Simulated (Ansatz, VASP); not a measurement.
# One calculation of Yb, two programs

```
Yb
1.0
     0.00000    4.37857    4.37857
     4.37857    0.00000    4.37857
     4.37857    4.37857    0.00000
Yb
2
Direct
  0.12500 0.12500 0.12500
  0.87500 0.87500 0.87500
```

Alike in both runs: task single point; functional PBE; k mesh 7 × 7 × 7; occupations fermi-dirac, width 0.1 eV; no spin polarisation.

```csv
,VASP,Ansatz
version,VASP 6.6.1,Ansatz 0.2.0
potentials or method,"VASP PAW PBE potentials, release 64 (Yb), cutoff 520 eV","plane waves (420 eV) with PAW, scalar-relativistic"
valence electrons in the cell,48,48
```

Ansatz gave:

| Item | Value |
| --- | --- |
| pressure (GPa) | -0.1 |

Q: Estimate VASP's values.

A: Pressure (GPa): -0.5.

Neither program's run includes spin-orbit coupling.
